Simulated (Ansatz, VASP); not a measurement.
**Mo3N4 in VASP and in Ansatz**

INCAR

```
SYSTEM = Mo3N4
ALGO     = Normal         ! electronic algorithm
EDIFF    = 1E-6           ! SCF threshold, eV
ENCUT    = 520            ! plane-wave cutoff, eV
GGA      = PE             ! functional
ISIF     = 2              ! what is computed and relaxed
ISMEAR   = -1             ! smearing method
LASPH    = .TRUE.         ! aspherical terms in the spheres
LCHARG   = .FALSE.        ! write CHGCAR
LREAL    = .FALSE.        ! projectors in reciprocal space
LWAVE    = .FALSE.        ! write WAVECAR
NBANDS   = 40             ! bands
NELM     = 100            ! most SCF steps
PREC     = Accurate       ! precision mode
SIGMA    = 0.15           ! smearing width, eV
```

KPOINTS

```
k-points
0
G
  8 8 8
  0 0 0
```

The input POSCAR:

```
Mo3N4
1.0
    4.1754645985      0.0000000000      0.0000000000
    0.0000000000      4.1754645985      0.0000000000
    0.0000000000      0.0000000000      4.1754645985
Mo N
3 4
Direct
    0.5000000000      0.5000000000      0.0000000000
    0.0000000000      0.5000000000      0.5000000000
    0.5000000000      0.0000000000      0.5000000000
    0.5000000000      0.5000000000      0.5000000000
    0.5000000000      0.0000000000      0.0000000000
    0.0000000000      0.5000000000      0.0000000000
    0.0000000000      0.0000000000      0.5000000000
```

Input for Ansatz:

```yaml
crystal:
  lattice:
    - [4.1754645985, 0.0, 0.0]
    - [0.0, 4.1754645985, 0.0]
    - [0.0, 0.0, 4.1754645985]
  atoms:
    - { symbol: Mo, position: [0.5, 0.5, 0.0] }
    - { symbol: Mo, position: [0.0, 0.5, 0.5] }
    - { symbol: Mo, position: [0.5, 0.0, 0.5] }
    - { symbol: "N", position: [0.5, 0.5, 0.5] }
    - { symbol: "N", position: [0.5, 0.0, 0.0] }
    - { symbol: "N", position: [0.0, 0.5, 0.0] }
    - { symbol: "N", position: [0.0, 0.0, 0.5] }
basis:
  ecutwfc: 420
kpoints:
  mp_grid: { grid: [8, 8, 8] }
hamiltonian:
  xc: pbe
scf:
  occupations: { method: fermi_dirac, width: 0.15 }
output:
  forces: true
  stress: true
  eigenvalues: true
```

Alike in both runs: task single point; functional PBE; k mesh 8 × 8 × 8; occupations fermi-dirac, width 0.15 eV; no spin polarisation.

```csv
,VASP,Ansatz
version,VASP 6.6.1,Ansatz 0.2.0
potentials or method,"VASP PAW PBE potentials, release 64 (Mo_sv, N), cutoff 520 eV","scalar-relativistic, plane waves, PAW"
valence electrons in the cell,62,62
```

|  | VASP | Ansatz | Ansatz less VASP |
| --- | --- | --- | --- |
| gap on the k mesh at the Fermi level (eV) | none | none | - |
| pressure (GPa) | 7.1 | 6.7 | -0.46 |

A gap of «none» marks a metal or a gap that the smearing closes.
